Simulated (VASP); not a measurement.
Write the native input for VASP 6.6.1 that does the following.

```
Task                   : single point
Functional             : PBEsol
Potentials or basis    : VASP PAW PBE potentials, release 64 (Hf_pv, O)
Cutoff                 : 520 eV
k mesh                 : 8 × 8 × 8
Occupations            : gaussian, width 0.05 eV
Spin                   : no spin polarisation
Dipole correction      : no
Further INCAR settings : ALGO = Normal; EDIFF = 1e-06; NBANDS = 18
```

The structure of HfO2 lies in POSCAR:

```
HfO2
1.0
   -0.1356534982      2.5001010004      2.5001010004
    2.5001010004     -0.1356534982      2.5001010004
    2.5001010004      2.5001010004     -0.1356534982
Hf O
1 2
Direct
    0.0000000000      0.0000000000      0.0000000000
    0.2500000000      0.2500000000      0.2500000000
    0.7500000000      0.7500000000      0.7500000000
```

One way to write it, as run:

INCAR

```
  ALGO = Normal
  EDIFF = 1E-6
  ENCUT = 520
  GGA = PS
  ISIF = 2
  ISMEAR = 0
  LASPH = T
  LCHARG = F
  LREAL = F
  LWAVE = F
  NBANDS = 18
  NELM = 100
  PREC = Accurate
  SIGMA = 0.05
```

KPOINTS

```
k-points
0
Gamma
  8 8 8
```

Potentials or basis: VASP PAW PBE potentials, release 64 (Hf_pv, O).

The run is started by

```console
$ cat potpaw_PBE.64/Hf_pv/POTCAR potpaw_PBE.64/O/POTCAR > POTCAR
$ mpirun -np 1 vasp_std > vasp.out
```

Results of the run:

```json
{
 "Pressure": "-13.6 GPa",
 "Largest force": "0.654 eV/Å",
 "Band gap on the k mesh": "3.65 eV, direct"
}
```

Caveat: the PAW data sets were made with another functional, which shifts forces and pressure a little; spin-orbit coupling is left out, which moves the levels of the heavy elements.

Run time: 16 s on 1 thread of Intel(R) Xeon(R) 6975P-C (Granite Rapids), on a shared host, peak memory 0.17 GiB.
